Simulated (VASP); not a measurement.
# TaN (C2) in VASP: further runs

The runs below take TaN through single point, with PBEsol.

Everything below comes from runs of VASP 6.6.1. Logs are shortened: lines on timing, memory, paths and dates and some standing lists are left out, and cuts for length are marked.

### 1 The cell of the first run

It takes space group C2 (No. 5, monoclinic). Conventional cell: a = 2.925 Å, b = 5.064 Å, c = 2.871 Å, α = 90.00°, β = 92.15°, γ = 90.00°. Ta (site symmetry 2) has 6 N at 2.18 to 2.25 Å and 2 Ta at 2.87 Å within 2.9 Å. Within 2.9 Å of N (site symmetry 2) lie 6 Ta at 2.18 to 2.25 Å and 2 N at 2.87 Å.

### 2 Single point, PBEsol (strain +0.0375 x Voigt [0, 0, 0, 0, 1, 0])

INCAR reads:

```
SYSTEM = TaN
ALGO     = Normal         ! electronic algorithm
EDIFF    = 1E-7           ! SCF threshold, eV
ENCUT    = 520            ! plane-wave cutoff, eV
GGA      = PS             ! functional
ISIF     = 2              ! what is computed and relaxed
ISMEAR   = 0              ! smearing method
LASPH    = .True.         ! aspherical terms in the spheres
LCHARG   = .True.         ! write CHGCAR
LELF     = .True.         ! ELF
LREAL    = .False.        ! projectors in reciprocal space
LVHAR    = .True.       
LWAVE    = .False.        ! write WAVECAR
NBANDS   = 15             ! bands
NELM     = 60             ! most SCF steps
PREC     = Accurate       ! precision mode
SIGMA    = 0.15           ! smearing width, eV
```

KPOINTS reads:

```
k-points
0
Gamma
  24 24 20
  0 0 0
```

POSCAR reads:

```
TaN
1.0
    2.9239890447      0.0000000000      0.0548247946
   -1.4619945224      2.5322487931     -0.0274123973
    0.0538261433      0.0000000000      2.8707276427
Ta N
1 1
Direct
    0.3333333333      0.6666666667      0.5000000000
    0.0000000000      0.0000000000      0.0000000000
```

Potentials or basis: VASP PAW PBE potentials, release 64 (Ta_pv, N).

Started as:

```sh
$ cat potpaw_PBE.64/Ta_pv/POTCAR potpaw_PBE.64/N/POTCAR > POTCAR
$ mpirun -np 1 vasp_std > vasp.out
```

OUTCAR:

```text
SYSTEM = TaN
   EDIFF = 1E-7
   ENCUT = 520
   GGA = PS
   ISIF = 2
   ISMEAR = 0
   LASPH = .True.
   LREAL = .False.
   NELM = 60
   PREC = Accurate

 ion  position               nearest neighbor table
   1  0.333  0.667  0.500-   2 2.18   2 2.18   2 2.22   2 2.22   2 2.25   2 2.25
   2  0.000  0.000  0.000-   1 2.18   1 2.18   1 2.22   1 2.22   1 2.25   1 2.25

  LATTYP: Found a base centered monoclinic cell.
 ALAT       =     2.9245029820
 B/A-ratio  =     1.7317464258
 C/A-ratio  =     0.9817846780
 COS(beta)  =    -0.0374868210

  Lattice vectors:

 A1 = (  -1.4619945224,   2.5322487931,  -0.0274123973)
 A2 = (  -1.4619945223,  -2.5322487931,  -0.0274123973)
 A3 = (   0.0538261433,   0.0000000000,   2.8707276427)

Analysis of symmetry for initial positions (statically):
=====================================================================
 Subroutine PRICEL returns:
 Original cell was already a primitive cell.

 Routine SETGRP: Setting up the symmetry group for a
 base centered monoclinic supercell.

 Subroutine GETGRP returns: Found  2 space group operations
 (whereof  2 operations were pure point group operations)
 out of a pool of  4 trial point group operations.

The static configuration has the point symmetry C_2 .

Analysis of symmetry for dynamics (positions and initial velocities):
=====================================================================
 Subroutine PRICEL returns:
 Original cell was already a primitive cell.

 Routine SETGRP: Setting up the symmetry group for a
 base centered monoclinic supercell.

 Subroutine GETGRP returns: Found  2 space group operations
 (whereof  2 operations were pure point group operations)
 out of a pool of  4 trial point group operations.

The dynamic configuration has the point symmetry C_2 .

 Subroutine INISYM returns: Found  2 space group operations
 (whereof  2 operations are pure point group operations),
 and found     1 'primitive' translations

----------------------------------------------------------------------------------------

                                     Primitive cell

  volume of cell :      21.2482

  direct lattice vectors                    reciprocal lattice vectors
     2.923989045  0.000000000  0.054824795     0.342118822  0.197452952 -0.006414728
    -1.461994522  2.532248793 -0.027412397     0.000000000  0.394905904  0.000000000
     0.053826143  0.000000000  2.870727643    -0.006533742 -0.000000000  0.348466246

[... 93 lines left out ...]
   PSTRESS=    0.0 pullay stress
   NELECT =      16.0000    total number of electrons
   NUPDOWN=      -1.0000    fix difference up-down
   EMIN   =  10.00;   EMAX   =-10.00  energy-range for DOS
   EFERMI =   0.00;   METHOD = LEGACY
   ISMEAR =     0;   SIGMA  =   0.15  broadening in eV -4-tet -1-fermi 0-gaus
   EFERMI_NEDOS =   21; number of points for ismear=-14 and -15
   IALGO  =     38    algorithm
   IMIX   =      4    mixing-type and parameters
     AMIX     =   0.40;   BMIX     =  1.00
     AMIX_MAG =   1.60;   BMIX_MAG =  1.00
  volume/ion in A,a.u.               =      10.62        71.69
  Fermi-wavevector in a.u.,A,eV,Ry     =   1.489387  2.814534 30.181464  2.218275
  Thomas-Fermi vector in A             =   2.602302
   LORBIT       =      0    0 simple, 1 ext, 2 COOP (PROOUT), +10 PAW based schemes
   GGA     = PS    functional components
   LHFCALC =     F    Hartree Fock is set to
   AEXX    =    0.0000 exact exchange contribution
   IVDW    =     0    specifies the selected vdW correction
   LEPSILON=     F    determine dielectric tensor
   LRPA    =     F    only Hartree local field effects (RPA)
 non-spin polarized calculation
 Gauss-broadening in eV      SIGMA  =   0.15
  energy-cutoff  :      520.00
  volume of cell :       21.25
 maximum number of plane-waves:       593
 NGX is ok and might be reduce to    24
   NGX = 11   NGY = 11   NGZ = 11

 number of electron      16.0000001 magnetization

 Free energy of the ion-electron system (eV)
  ---------------------------------------------------
  ext. energy  EPLUGINS =         0.00000000
  ---------------------------------------------------
  free energy    TOTEN  =       -23.78169720 eV

  energy without entropy =      -23.78087878  energy(sigma->0) =      -23.78128799

 E-fermi :   8.2174     XC(G=0): -13.5819

 val. band max:        8.2156976056   @ k =  -0.0417  -0.0000   0.4500
 cond. band min:       8.2208482428   @ k =  -0.0000   0.0000   0.4000
 fundamental gap:      0.0051506371
 Fermi energy:         8.2173869482

 k-point     1 :       0.0000    0.0000    0.0000
  band No.  band energies     occupation
      1     -26.4970      2.00000
      2     -26.2225      2.00000
      3     -26.2216      2.00000
      4      -9.6034      2.00000
      5       3.6070      2.00000
      6       3.6117      2.00000
      7       3.9591      2.00000
      8       5.3187      2.00000
      9      10.4893      0.00000
     10      11.7490      0.00000
     11      11.7636      0.00000
     12      12.4733      0.00000
     13      12.5123      0.00000
     14      21.3672      0.00000
[... 401 lines left out ...]
      2     -26.4714      2.00000
      3     -26.3505      2.00000
      4      -7.3043      2.00000
      5      -0.0292      2.00000
      6       3.0206      2.00000
      7       4.5317      2.00000
      8       5.2817      2.00000
      9      11.1234      0.00000
     10      11.9549      0.00000
     11      13.3557      0.00000
     12      13.7160      0.00000
     13      15.7966      0.00000
     14      20.4030      0.00000
     15      21.6914      0.00000

 [... further k-points ...]

------------------------ aborting loop because EDIFF is reached ----------------------------------------

  FORCE on cell =-STRESS in cart. coord.  units (eV):
  Direction    XX          YY          ZZ          XY          YZ          ZX
  --------------------------------------------------------------------------------------
  -------------------------------------------------------------------------------------
  Total        0.2126305      0.1357593      0.2262492     -0.0000000      0.0000000     -1.2807083
  in kB       16.0329971     10.2366711     17.0598886     -0.0000000      0.0000000    -96.5693726
  external PRESSURE =      14.4431856 kB  Pullay stress =       0.0000000 kB

 VOLUME and BASIS-vectors are now :
 -----------------------------------------------------------------------------
  energy-cutoff  :      520.00
  volume of cell :       21.25
      direct lattice vectors                 reciprocal lattice vectors
     2.923989045  0.000000000  0.054824795     0.342118822  0.197452952 -0.006414728
    -1.461994522  2.532248793 -0.027412397     0.000000000  0.394905904  0.000000000
     0.053826143  0.000000000  2.870727643    -0.006533742 -0.000000000  0.348466246

 POSITION                                       TOTAL-FORCE (eV/Angst)
 -----------------------------------------------------------------------------------
      0.02691      1.68817      1.43536         0.000000     -0.036760      0.000000
      0.00000      0.00000      0.00000        -0.000000      0.036760     -0.000000
 -----------------------------------------------------------------------------------
    total drift:                                0.000000     -0.000086     -0.000000

  FREE ENERGIE OF THE ION-ELECTRON SYSTEM (eV)
  ---------------------------------------------------
  free  energy   TOTEN  =       -23.7816972037 eV

  energy  without entropy=      -23.7808787780  energy(sigma->0) =      -23.78128799
```

OSZICAR:

```text
N       E                     dE             d eps       ncg     rms          rms(c)
DAV:   1     0.897113249556E+02    0.89711E+02   -0.87741E+03 90491   0.113E+03
DAV:   2    -0.232823545724E+02   -0.11299E+03   -0.10633E+03109012   0.306E+02
DAV:   3    -0.261035687706E+02   -0.28212E+01   -0.28080E+01104063   0.450E+01
DAV:   4    -0.261150370085E+02   -0.11468E-01   -0.11465E-01117160   0.311E+00
DAV:   5    -0.261151037286E+02   -0.66720E-04   -0.66717E-04105120   0.221E-01    0.245E+01
DAV:   6    -0.238791732606E+02    0.22359E+01   -0.34902E+00120169   0.225E+01    0.106E+01
DAV:   7    -0.238172235718E+02    0.61950E-01   -0.56398E-01 98589   0.581E+00    0.711E+00
DAV:   8    -0.237892396795E+02    0.27984E-01   -0.14652E-01114584   0.318E+00    0.148E+00
DAV:   9    -0.237818146529E+02    0.74250E-02   -0.15506E-02100969   0.103E+00    0.185E-01
DAV:  10    -0.237817749110E+02    0.39742E-04   -0.11016E-03113107   0.390E-01    0.870E-02
DAV:  11    -0.237816967278E+02    0.78183E-04   -0.10091E-04105827   0.109E-01    0.972E-03
DAV:  12    -0.237816972920E+02   -0.56429E-06   -0.12767E-05 96496   0.320E-02    0.501E-03
DAV:  13    -0.237816972037E+02    0.88363E-07   -0.31309E-08 82548   0.179E-03
   1 F= -.23781697E+02 E0= -.23781288E+02  d E =-.818426E-03
```

It took 18 min on 1 thread of Oxide Virtual Turin-like, shared host; peak memory 0.95 GiB.

Results:

```
Free energy            : -23.7817 eV
Pressure               : 1.4 GPa
Largest force          : 0.037 eV/Å
Band gap on the k mesh : zero (band 8 reaches 8.63 eV, above the bottom of band 9 at 8.14 eV)
```

Forces on the atoms (eV/Å):
```
Ta   0.000 -0.037  0.000
N    0.000  0.037  0.000
```

Stress tensor (GPa, compression positive):
```
 1.60  0.00 -9.66
 0.00  1.02  0.00
-9.66  0.00  1.71
```

Caveat: the cell differs from its parent crystal (strain +0.0375 x Voigt [0, 0, 0, 0, 1, 0]); the PAW data sets were made with another functional, which shifts forces and pressure a little; spin-orbit coupling is left out, which moves the levels of the heavy elements.

### 3 Single point, PBEsol (strain +0.0250 x Voigt [0, 0, 0, 0, 1, 0])

INCAR reads:

```
SYSTEM = TaN
ALGO     = Normal         ! electronic algorithm
EDIFF    = 1E-6           ! SCF threshold, eV
ENCUT    = 520            ! plane-wave cutoff, eV
GGA      = PS             ! functional
ISIF     = 2              ! what is computed and relaxed
ISMEAR   = 0              ! smearing method
LASPH    = .TRUE.         ! aspherical terms in the spheres
LCHARG   = .FALSE.        ! write CHGCAR
LREAL    = .FALSE.        ! projectors in reciprocal space
LWAVE    = .FALSE.        ! write WAVECAR
NBANDS   = 15             ! bands
NELM     = 60             ! most SCF steps
PREC     = Accurate       ! precision mode
SIGMA    = 0.15           ! smearing width, eV
```

KPOINTS reads:

```
k-points
0
G
  24 24 20
  0 0 0
```

POSCAR reads:

```
TaN
1.0
    2.9239890447      0.0000000000      0.0365498631
   -1.4619945224      2.5322487931     -0.0182749315
    0.0358840955      0.0000000000      2.8707276427
Ta N
1 1
Direct
    0.3333333333      0.6666666667      0.5000000000
    0.0000000000      0.0000000000      0.0000000000
```

Potentials or basis: VASP PAW PBE potentials, release 64 (Ta_pv, N).

Started as:

```sh
$ cat potpaw_PBE.64/Ta_pv/POTCAR potpaw_PBE.64/N/POTCAR > POTCAR
$ mpirun -np 1 vasp_std > vasp.out
```

Wall time 26 min (1 thread of Oxide Virtual Turin-like, shared host); peak memory 0.96 GiB.

It converged, with:

```
Free energy            : -23.7951 eV
Pressure               : 1.1 GPa
Largest force          : 0.016 eV/Å
Band gap on the k mesh : zero (band 8 reaches 8.63 eV, above the bottom of band 9 at 8.13 eV)
```

Forces on the atoms (eV/Å):
```
Ta   0.000 -0.016  0.000
N    0.000  0.016  0.000
```

Stress tensor (GPa, compression positive):
```
 1.15  0.00 -6.44
 0.00  0.89  0.00
-6.44  0.00  1.31
```

Levels at points of the mesh, in eV from the Fermi level:
| k point | band 4 | band 5 | band 6 | band 7 | band 8 | band 9 | band 10 | band 11 | band 12 | band 13 |
| --- | --- | --- | --- | --- | --- | --- | --- | --- | --- | --- |
| (0.00, 0.00, 0.00) | -17.82 | -4.60 | -4.60 | -4.27 | -2.90 | 2.31 | 3.60 | 3.61 | 4.17 | 4.19 |
| (0.50, 0.00, 0.00) | -15.44 | -8.37 | -5.26 | -3.53 | -3.17 | 3.04 | 4.18 | 5.29 | 5.45 | 7.58 |
| (0.00, 0.50, 0.00) | -15.44 | -8.37 | -5.25 | -3.53 | -3.16 | 2.97 | 4.23 | 5.26 | 5.49 | 7.59 |
| (0.00, 0.00, 0.50) | -15.05 | -9.45 | -3.77 | -3.77 | -0.09 | -0.08 | 2.47 | 3.37 | 3.40 | 8.30 |
| (0.50, 0.00, 0.50) | -15.78 | -7.40 | -6.23 | -5.75 | -0.29 | 4.28 | 5.49 | 6.21 | 7.25 | 10.36 |
| (0.00, 0.50, 0.50) | -15.78 | -7.40 | -6.23 | -5.75 | -0.29 | 4.28 | 5.49 | 6.21 | 7.23 | 10.37 |

Caveat: the cell differs from its parent crystal (strain +0.0250 x Voigt [0, 0, 0, 0, 1, 0]); the PAW data sets were made with another functional, which shifts forces and pressure a little; spin-orbit coupling is left out, which moves the levels of the heavy elements.

### 4 Single point, PBEsol (strain +0.0125 x Voigt [0, 0, 0, 0, 1, 0])

INCAR reads:

```
PREC = Accurate ; ENCUT = 520
EDIFF = 1E-6 ; ISMEAR = 0
SIGMA = 0.15 ; LREAL = F
LASPH = T ; NELM = 100
ALGO = Normal ; ISIF = 2
LWAVE = F ; LCHARG = T
GGA = PS ; LELF = T
LVHAR = T ; NBANDS = 15
```

KPOINTS reads:

```
regular mesh
0
Gamma
  24 24 20
```

POSCAR reads:

```
TaN
1.0
    2.9239890447      0.0000000000      0.0182749315
   -1.4619945224      2.5322487931     -0.0091374658
    0.0179420478      0.0000000000      2.8707276427
Ta N
1 1
Direct
    0.3333333333      0.6666666667      0.5000000000
    0.0000000000      0.0000000000      0.0000000000
```

Started as:

```sh
$ cat potpaw_PBE.64/Ta_pv/POTCAR potpaw_PBE.64/N/POTCAR > POTCAR
$ mpirun -np 1 vasp_std > vasp.out
```

Run time: 26 min. Hardware: 1 thread of Oxide Virtual Turin-like, shared host; peak memory 0.96 GiB.

It converged, with:

```
Free energy            : -23.8031 eV
Pressure               : 0.9 GPa
Largest force          : 0.004 eV/Å
Band gap on the k mesh : zero (band 8 reaches 8.64 eV, above the bottom of band 9 at 8.13 eV)
```

Forces on the atoms (eV/Å):
```
Ta   0.000 -0.004  0.000
N    0.000  0.004  0.000
```

Stress tensor (GPa, compression positive):
```
 0.87  0.00 -3.22
 0.00  0.81  0.00
-3.22  0.00  1.07
```

Levels at points of the mesh, in eV from the Fermi level:
| k point | band 6 | band 7 | band 8 | band 9 | band 10 | band 11 |
| --- | --- | --- | --- | --- | --- | --- |
| (0.00, 0.00, 0.00) | -4.60 | -4.27 | -2.91 | 2.34 | 3.66 | 3.66 |
| (0.50, 0.00, 0.00) | -5.25 | -3.53 | -3.17 | 3.05 | 4.16 | 5.30 |
| (0.00, 0.50, 0.00) | -5.25 | -3.54 | -3.17 | 3.04 | 4.17 | 5.29 |
| (0.00, 0.00, 0.50) | -3.77 | -3.77 | -0.09 | -0.09 | 2.49 | 3.37 |
| (0.50, 0.00, 0.50) | -6.23 | -5.75 | -0.30 | 4.28 | 5.49 | 6.21 |
| (0.00, 0.50, 0.50) | -6.23 | -5.75 | -0.30 | 4.28 | 5.49 | 6.21 |

Caveat: the cell differs from its parent crystal (strain +0.0125 x Voigt [0, 0, 0, 0, 1, 0]); the PAW data sets were made with another functional, which shifts forces and pressure a little; spin-orbit coupling is left out, which moves the levels of the heavy elements.

### 5 The runs side by side

| cell | gap on the mesh (eV) | pressure (GPa) | largest force (eV/Å) |
| --- | --- | --- | --- |
| a = 2.925, b = 2.924, c = 2.871 Å, angles 91.1, 87.9, 120.0°, 2 atoms | none | 1.4 | 0.04 |
| a = 2.924, b = 2.924, c = 2.871 Å, angles 90.7, 88.6, 120.0°, 2 atoms | none | 1.1 | 0.02 |
| a = 2.924, b = 2.924, c = 2.871 Å, angles 90.4, 89.3, 120.0°, 2 atoms | none | 0.9 | - |

Alike in all rows: task single point; level PBEsol; potentials or basis VASP PAW PBE potentials, release 64 (Ta_pv, N); no spin polarisation; k mesh 24 × 24 × 20; cutoff (eV) 520; smearing gaussian 0.15 eV.

Caveats: the PAW data sets were made with another functional, which shifts forces and pressure a little; spin-orbit coupling is left out, which moves the levels of the heavy elements.

Absolute energies hang on the potentials; compare differences alone.
